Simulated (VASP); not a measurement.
# ZnS in VASP: notebook

The runs below take ZnS through single point, with PBE.

Everything below comes from runs of VASP 6.6.1. Logs are shortened: lines on timing, memory, paths and dates and some standing lists are left out, and cuts for length are marked.

## (1) The cell of the first run

The cell holds a wire or tube with vacuum around it, 2 atoms: a = 9.000 Å, b = 9.300 Å, c = 4.177 Å, α = 90.00°, β = 90.00°, γ = 90.00°.

## (2) Single point, PBE, collinear spin

File INCAR:

```
SYSTEM = ZnS
PREC = Accurate
ENCUT = 520
EDIFF = 1E-6
ISMEAR = 0
SIGMA = 0.05
LREAL = .False.
LASPH = .True.
NELM = 150
ALGO = Normal
ISIF = 2
LWAVE = .False.
LCHARG = .True.
ISPIN = 2
MAGMOM = 0.5 0.5
LORBIT = 11
GGA = PE
LELF = .True.
LVHAR = .True.
NBANDS = 20
```

File KPOINTS:

```
regular mesh
0
Gamma
  1 1 15
  0 0 0
```

File POSCAR:

```
ZnS
1.0
    9.0000000000      0.0000000000      0.0000000000
    0.0000000000      9.3000000000      0.0000000000
    0.0000000000      0.0000000000      4.1768330894
Zn S
1 1
Direct
    0.5000000000      0.5000000000      0.0000000000
    0.5000000000      0.5000000000      0.5000000000
```

Potentials or basis: VASP PAW PBE potentials, release 64 (Zn, S).

Launch:

```sh
> cat potpaw_PBE.64/Zn/POTCAR potpaw_PBE.64/S/POTCAR > POTCAR
> mpirun -np 1 vasp_std > vasp.out
```

OUTCAR:

```text
SYSTEM = ZnS
   PREC = Accurate
   ENCUT = 520
   EDIFF = 1E-6
   ISMEAR = 0
   LREAL = .False.
   LASPH = .True.
   NELM = 150
   ISIF = 2
   ISPIN = 2
   LORBIT = 11
   GGA = PE

 ion  position               nearest neighbor table
   1  0.500  0.500  0.000-   2 2.09   2 2.09
   2  0.500  0.500  0.500-   1 2.09   1 2.09

  LATTYP: Found a simple orthorhombic cell.
 ALAT       =     4.1768330894
 B/A-ratio  =     2.1547425543
 C/A-ratio  =     2.2265673061

  Lattice vectors:

 A1 = (   0.0000000000,   0.0000000000,   4.1768330894)
 A2 = (   9.0000000000,   0.0000000000,   0.0000000000)
 A3 = (   0.0000000000,   9.3000000000,   0.0000000000)

Analysis of symmetry for initial positions (statically):
=====================================================================
 Subroutine PRICEL returns:
 Original cell was already a primitive cell.

 Routine SETGRP: Setting up the symmetry group for a
 simple orthorhombic supercell.

 Subroutine GETGRP returns: Found  8 space group operations
 (whereof  8 operations were pure point group operations)
 out of a pool of  8 trial point group operations.

The static configuration has the point symmetry D_2h.

Analysis of symmetry for dynamics (positions and initial velocities):
=====================================================================
 Subroutine PRICEL returns:
 Original cell was already a primitive cell.

 Routine SETGRP: Setting up the symmetry group for a
 simple orthorhombic supercell.

 Subroutine GETGRP returns: Found  8 space group operations
 (whereof  8 operations were pure point group operations)
 out of a pool of  8 trial point group operations.

The dynamic configuration has the point symmetry D_2h.

Analysis of structural, dynamic, and magnetic symmetry:
=====================================================================
 Subroutine PRICEL returns:
 Original cell was already a primitive cell.

 Routine SETGRP: Setting up the symmetry group for a
 simple orthorhombic supercell.

 Subroutine GETGRP returns: Found  8 space group operations
 (whereof  8 operations were pure point group operations)
 out of a pool of  8 trial point group operations.

The overall configuration has the point symmetry D_2h.

 Subroutine INISYM returns: Found  8 space group operations
 (whereof  8 operations are pure point group operations),
 and found     1 'primitive' translations

----------------------------------------------------------------------------------------

                                     Primitive cell

  volume of cell :     349.6009

  direct lattice vectors                    reciprocal lattice vectors
     9.000000000  0.000000000  0.000000000     0.111111111  0.000000000  0.000000000
     0.000000000  9.300000000  0.000000000     0.000000000  0.107526882  0.000000000
     0.000000000  0.000000000  4.176833089     0.000000000  0.000000000  0.239415839

  length of vectors
     9.000000000  9.300000000  4.176833089     0.111111111  0.107526882  0.239415839

  position of ions in fractional coordinates (direct lattice)
     0.500000000  0.500000000  0.000000000
     0.500000000  0.500000000  0.500000000

  ion indices of the primitive-cell ions
   primitive index   ion index
                 1           1
                 2           2

----------------------------------------------------------------------------------------

 KPOINTS: regular mesh

Automatic generation of k-mesh.
 Grid dimensions read from file:
 generate k-points for:    1    1   15

 Generating k-lattice:

  Cartesian coordinates                     Fractional coordinates (reciprocal lattice)
     0.111111111  0.000000000  0.000000000     1.000000000  0.000000000  0.000000000
     0.000000000  0.107526882  0.000000000     0.000000000  1.000000000  0.000000000
     0.000000000  0.000000000  0.015961056     0.000000000  0.000000000  0.066666667

  Length of vectors
     0.111111111  0.107526882  0.015961056

  Shift w.r.t. Gamma in fractional coordinates (k-lattice)
     0.000000000  0.000000000  0.000000000

 Subroutine IBZKPT returns following result:
 ===========================================

 Found      8 irreducible k-points:

 Following reciprocal coordinates:
            Coordinates               Weight
  0.000000  0.000000  0.000000      1.000000
  0.000000  0.000000  0.066667      2.000000
  0.000000  0.000000  0.133333      2.000000
  0.000000  0.000000  0.200000      2.000000
  0.000000  0.000000  0.266667      2.000000
  0.000000  0.000000  0.333333      2.000000
  0.000000  0.000000  0.400000      2.000000
  0.000000  0.000000  0.466667      2.000000
   k-points           NKPTS =      8   k-points in BZ     NKDIM =      8   number of bands    NBANDS=     20
   number of dos      NEDOS =    301   number of ions     NIONS =      2
   total plane-waves  NPLWV = 156800
   dimension x,y,z NGX =    70 NGY =   70 NGZ =   32
   dimension x,y,z NGXF=   140 NGYF=  140 NGZF=   64
   ions per type =               1   1
   NGX,Y,Z   is equivalent  to a cutoff of  12.93, 12.51, 12.74 a.u.
   NGXF,Y,Z  is equivalent  to a cutoff of  25.86, 25.03, 25.47 a.u.
 SYSTEM =  ZnS
   PREC   = accura    normal or accurate (medium, high low for compatibility)
   ISTART =      0    job   : 0-new  1-cont  2-samecut
   ICHARG =      2    charge: 1-file 2-atom 10-const
   ISPIN  =      2    spin polarized calculation?
   LNONCOLLINEAR =      F non collinear calculations
   LSORBIT =      F    spin-orbit coupling
   LASPH  =      T    aspherical Exc in radial PAW
   ENCUT  =  520.0 eV  38.22 Ry    6.18 a.u.  16.73 17.29  7.77*2*pi/ulx,y,z
   NELM   =    150;   NELMIN=  2; NELMDL= -5     # of ELM steps
   EDIFF  = 0.1E-05   stopping-criterion for ELM
   LREAL  =      F    real-space projection
   EDIFFG = 0.1E-04   stopping-criterion for IOM
   NSW    =      0    number of steps for IOM
   IBRION =     -1    ionic relax: 0-MD 1-quasi-New 2-CG
   NFREE  =      0    steps in history (QN), initial steepest desc. (CG)
   ISIF   =      2    stress and relaxation
   ISYM   =      2    0-nonsym 1-usesym 2-fastsym
   POTIM  = 0.5000    time-step for ionic-motion
   TEBEG  =    0.0;   TEEND  =   0.0 temperature during run
   PSTRESS=    0.0 pullay stress
   NELECT =      18.0000    total number of electrons
   NUPDOWN=      -1.0000    fix difference up-down
   EMIN   =  10.00;   EMAX   =-10.00  energy-range for DOS
   EFERMI =   0.00;   METHOD = LEGACY
   ISMEAR =     0;   SIGMA  =   0.05  broadening in eV -4-tet -1-fermi 0-gaus
   EFERMI_NEDOS =   21; number of points for ismear=-14 and -15
   IALGO  =     38    algorithm
   IMIX   =      4    mixing-type and parameters
     AMIX     =   0.40;   BMIX     =  1.00
     AMIX_MAG =   1.60;   BMIX_MAG =  1.00
  volume/ion in A,a.u.               =     174.80      1179.61
  Fermi-wavevector in a.u.,A,eV,Ry     =   0.609034  1.150907  5.046704  0.370922
  Thomas-Fermi vector in A             =   1.664082
   LORBIT       =     11    0 simple, 1 ext, 2 COOP (PROOUT), +10 PAW based schemes
   GGA     = PE    functional components
   LHFCALC =     F    Hartree Fock is set to
   AEXX    =    0.0000 exact exchange contribution
   IVDW    =     0    specifies the selected vdW correction
   LEPSILON=     F    determine dielectric tensor
   LRPA    =     F    only Hartree local field effects (RPA)
 spin polarized calculation
 Gauss-broadening in eV      SIGMA  =   0.05
  energy-cutoff  :      520.00
  volume of cell :      349.60
 maximum number of plane-waves:      9441
 NGX is ok and might be reduce to    70
   NGX = 33   NGY = 35   NGZ = 15

 number of electron      17.9999995 magnetization       0.0000077

 number of electron      17.9999995 magnetization      -0.0000049

 Free energy of the ion-electron system (eV)
  ---------------------------------------------------
  ext. energy  EPLUGINS =         0.00000000
  ---------------------------------------------------
  free energy    TOTEN  =        -5.03643139 eV

  energy without entropy =       -5.03643139  energy(sigma->0) =       -5.03643139

 E-fermi :  -4.8850     XC(G=0):  -2.1356

 val. band max:       -5.1275605549   @ k =   0.0000   0.0000   0.4667
 cond. band min:      -3.4549435233   @ k =   0.0000   0.0000   0.0000
 fundamental gap:      1.6726170316
 Fermi energy:        -4.8849722688

 spin component 1

 k-point     1 :       0.0000    0.0000    0.0000
  band No.  band energies     occupation
      1     -17.1321      1.00000
      2     -11.7122      1.00000
      3     -11.7122      1.00000
      4     -11.5873      1.00000
      5     -11.5873      1.00000
      6     -11.2054      1.00000
[... 12 lines left out ...]
     19       4.5591      0.00000
     20       4.5816      0.00000
[... 139 lines left out ...]
 k-point     8 :       0.0000    0.0000    0.4667
  band No.  band energies     occupation
      1     -16.2441      1.00000
      2     -12.9446      1.00000
      3     -11.8367      1.00000
      4     -11.8367      1.00000
      5     -11.5839      1.00000
      6     -11.5839      1.00000
[... 12 lines left out ...]
     19       3.9412      0.00000
     20       4.3336      0.00000
 Fermi energy:        -4.8849722688

 spin component 2

 k-point     1 :       0.0000    0.0000    0.0000
  band No.  band energies     occupation
      1     -17.1321      1.00000
      2     -11.7122      1.00000
      3     -11.7122      1.00000
      4     -11.5873      1.00000
      5     -11.5873      1.00000
      6     -11.2054      1.00000
[... 12 lines left out ...]
     19       4.5627      0.00000
     20       4.5824      0.00000
[... 139 lines left out ...]
 k-point     8 :       0.0000    0.0000    0.4667
  band No.  band energies     occupation
      1     -16.2441      1.00000
      2     -12.9446      1.00000
      3     -11.8367      1.00000
      4     -11.8367      1.00000
      5     -11.5839      1.00000
      6     -11.5839      1.00000
[... 12 lines left out ...]
     19       3.9415      0.00000
     20       4.3593      0.00000

------------------------ aborting loop because EDIFF is reached ----------------------------------------

  FORCE on cell =-STRESS in cart. coord.  units (eV):
  Direction    XX          YY          ZZ          XY          YZ          ZX
  --------------------------------------------------------------------------------------
  -------------------------------------------------------------------------------------
  Total        0.0094035      0.0056246      0.1708364      0.0000000      0.0000000      0.0000000
  in kB        0.0430952      0.0257770      0.7829219      0.0000000      0.0000000      0.0000000
  external PRESSURE =       0.2839314 kB  Pullay stress =       0.0000000 kB

 VOLUME and BASIS-vectors are now :
 -----------------------------------------------------------------------------
  energy-cutoff  :      520.00
  volume of cell :      349.60
      direct lattice vectors                 reciprocal lattice vectors
     9.000000000  0.000000000  0.000000000     0.111111111  0.000000000  0.000000000
     0.000000000  9.300000000  0.000000000     0.000000000  0.107526882  0.000000000
     0.000000000  0.000000000  4.176833089     0.000000000  0.000000000  0.239415839

 POSITION                                       TOTAL-FORCE (eV/Angst)
 -----------------------------------------------------------------------------------
      4.50000      4.65000      0.00000         0.000000      0.000000      0.000000
      4.50000      4.65000      2.08842         0.000000      0.000000      0.000000
 -----------------------------------------------------------------------------------
    total drift:                                0.000000      0.000000      0.000000

  FREE ENERGIE OF THE ION-ELECTRON SYSTEM (eV)
  ---------------------------------------------------
  free  energy   TOTEN  =        -5.0364313942 eV

  energy  without entropy=       -5.0364313942  energy(sigma->0) =       -5.03643139

 total charge

# of ion       s       p       d       tot
------------------------------------------
    1        0.562   0.434   9.793  10.789
    2        1.284   2.488   0.000   3.772
--------------------------------------------------
tot          1.846   2.922   9.793  14.561

 magnetization (x)

# of ion       s       p       d       tot
------------------------------------------
    1       -0.000  -0.000   0.000   0.000
    2       -0.000  -0.000   0.000  -0.000
--------------------------------------------------
tot         -0.000  -0.000   0.000  -0.000
```

Run time: 2.3 min. Hardware: 1 thread of Intel Xeon Platinum 8259CL at 2.50GHz (Skylake/Cascade Lake), shared host; peak memory 0.55 GiB.

What came out:

* Free energy: -5.0364 eV
* Band gap on the k mesh: 1.67 eV (least direct gap 2.70 eV)
* Net moment: 0.00 μB per cell
* Valence electrons inside the program's atomic spheres: Zn 10.79; S 3.77

Levels at points of the mesh, in eV from the valence-band top:
Spin up:
```
           k point  band 7  band 8  band 9  band 10  band 11  band 12
(0.00, 0.00, 0.00)   -2.81   -1.02   -1.02     1.67     5.24     6.19
```
Spin down:
```csv
k point,band 7,band 8,band 9,band 10,band 11,band 12
"(0.00, 0.00, 0.00)",-2.81,-1.02,-1.02,1.67,5.24,6.19
```

## (3) Single point, PBE, collinear spin

File INCAR:

```
  ALGO = Normal
  EDIFF = 1E-6
  ENCUT = 520
  GGA = PE
  ISIF = 2
  ISMEAR = 0
  ISPIN = 2
  LASPH = T
  LCHARG = T
  LELF = T
  LORBIT = 11
  LREAL = F
  LVHAR = T
  LWAVE = F
  MAGMOM = 0.5 0.5
  NBANDS = 20
  NELM = 150
  PREC = Accurate
  SIGMA = 0.05
```

File KPOINTS:

```
k-points
0
Gamma
  1 1 15
```

File POSCAR:

```
ZnS
1.0
    9.0000000000      0.0000000000      0.0000000000
    0.0000000000      9.3000000000      0.0000000000
    0.0000000000      0.0000000000      4.1768829218
Zn S
1 1
Direct
    0.5000000000      0.5000000000     -0.0174978637
    0.5000000000      0.5000000000      0.4824978637
```

Potentials or basis: VASP PAW PBE potentials, release 64 (Zn, S).

Launch:

```sh
> cat potpaw_PBE.64/Zn/POTCAR potpaw_PBE.64/S/POTCAR > POTCAR
> mpirun -np 1 vasp_std > vasp.out
```

Wall time 2.2 min (1 thread of Intel Xeon Platinum 8259CL at 2.50GHz (Skylake/Cascade Lake), shared host); peak memory 0.55 GiB.

It converged, with:

```
Free energy                                           : -5.0364 eV
Band gap on the k mesh                                : 1.67 eV (least direct gap 2.70 eV)
Net moment                                            : 0.00 μB per cell
Valence electrons inside the program's atomic spheres : Zn 10.79; S 3.77
```

Levels at points of the mesh, in eV from the valence-band top:
Spin up:
```csv
k point,band 5,band 6,band 7,band 8,band 9,band 10,band 11,band 12,band 13,band 14
"(0.00, 0.00, 0.00)",-6.46,-6.08,-2.81,-1.02,-1.02,1.67,5.24,6.19,6.26,6.44
```
Spin down:
```tsv
k point	band 5	band 6	band 7	band 8	band 9	band 10	band 11	band 12	band 13	band 14
(0.00, 0.00, 0.00)	-6.46	-6.08	-2.81	-1.02	-1.02	1.67	5.24	6.19	6.26	6.44
```

## (4) Single point, PBE, collinear spin

This run uses another cell than the first one.

File INCAR:

```
PREC = Accurate ; ENCUT = 520
EDIFF = 1E-7 ; ISMEAR = 0
SIGMA = 0.05 ; LREAL = False
LASPH = True ; NELM = 150
ALGO = Normal ; ISIF = 2
LWAVE = False ; LCHARG = False
ISPIN = 2 ; MAGMOM = 0.5 0.5
LORBIT = 11 ; GGA = PE
NBANDS = 20
```

File KPOINTS:

```
regular mesh
0
Gamma
  1 1 15
```

File POSCAR:

```
ZnS
1.0
    9.0000000000      0.0000000000      0.0000000000
    0.0000000000      9.3000000000      0.0000000000
    0.0000000000      0.0000000000      4.2423690711
Zn S
1 1
Direct
    0.5000000000      0.5000000000      0.0000000000
    0.5000000000      0.5000000000      0.5000000000
```

Launch:

```sh
> cat potpaw_PBE.64/Zn/POTCAR potpaw_PBE.64/S/POTCAR > POTCAR
> mpirun -np 1 vasp_std > vasp.out
```

Run time: 2.1 min. Hardware: 1 thread of Intel Xeon Platinum 8259CL at 2.50GHz (Skylake/Cascade Lake), shared host; peak memory 0.55 GiB.

The run converged. Its results:

```yaml
Free_energy: -5.0232 eV
Band_gap_on_the_k_mesh: 1.44 eV (least direct gap 2.38 eV)
Net_moment: 0.00 μB per cell
Valence_electrons_inside_the_program's_atomic_spheres: Zn 10.74; S 3.75
```

Levels at points of the mesh, in eV from the valence-band top:
Spin up:
| k point | band 7 | band 8 | band 9 | band 10 | band 11 | band 12 |
| --- | --- | --- | --- | --- | --- | --- |
| (0.00, 0.00, 0.00) | -2.76 | -0.95 | -0.94 | 1.44 | 5.22 | 6.12 |
Spin down:
| k point | band 7 | band 8 | band 9 | band 10 | band 11 | band 12 |
| --- | --- | --- | --- | --- | --- | --- |
| (0.00, 0.00, 0.00) | -2.76 | -0.95 | -0.94 | 1.44 | 5.22 | 6.12 |
